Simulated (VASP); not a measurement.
Here is a VASP 6.6.1 calculation.

The input INCAR:

```
ALGO     = Normal         # electronic algorithm
EDIFF    = 1E-7           # SCF threshold, eV
ENCUT    = 520            # plane-wave cutoff, eV
GGA      = PE             # functional
ISIF     = 2              # what is computed and relaxed
ISMEAR   = 0              # smearing method
LASPH    = T              # aspherical terms in the spheres
LCHARG   = F              # write CHGCAR
LREAL    = F              # projectors in reciprocal space
LWAVE    = F              # write WAVECAR
NBANDS   = 31             # bands
NELM     = 100            # most SCF steps
PREC     = Accurate       # precision mode
SIGMA    = 0.1            # smearing width, eV
```

File KPOINTS:

```
k-points
0
Gamma
  4 4 4
```

Contents of POSCAR:

```
BeCd2Se3
1.0
    4.3344031300      0.0000000000      0.0000000000
    0.0000000000      4.3344031300      0.0000000000
    0.0000000000      0.0000000000      7.3904647400
Be Cd Se
1 2 3
Direct
    0.0000000000      0.0000000000      0.7271493700
    0.5000000000      0.5000000000      0.9305895000
    0.5000000000      0.5000000000      0.5425922400
    0.0000000000      0.0000000000      0.2209154300
    0.5000000000      0.0000000000      0.7617747300
    0.0000000000      0.5000000000      0.7617747300
```

Potentials or basis: VASP PAW PBE potentials, release 64 (Be, Cd, Se).

Run with:

```console
$ cat potpaw_PBE.64/Be/POTCAR potpaw_PBE.64/Cd/POTCAR potpaw_PBE.64/Se/POTCAR > POTCAR
$ mpirun -np 1 vasp_std > vasp.out
```

Problem. Predict the band gap on the k mesh.

Solution. Zero (bands 22 and 23 overlap by 0.32 eV).

Problem. Predict the largest force.

Solution. 5.312 eV/Å.

Problem. Predict the pressure.

Solution. 15.9 GPa.

Forces in eV/Å, atoms in the order of the input:
```
Be   0.000  0.000 -0.334
Cd   0.000  0.000  5.312
Cd   0.000  0.000 -3.563
Se   0.000  0.000  0.419
Se   0.000  0.000 -0.917
Se   0.000  0.000 -0.917
```

Caveat: the k points lie up to 0.36 Å⁻¹ apart; semilocal functionals underestimate gaps, and a narrow one can read as zero; forces of over 1 eV/Å act on the atoms, so gaps and moduli don't describe the material at rest.
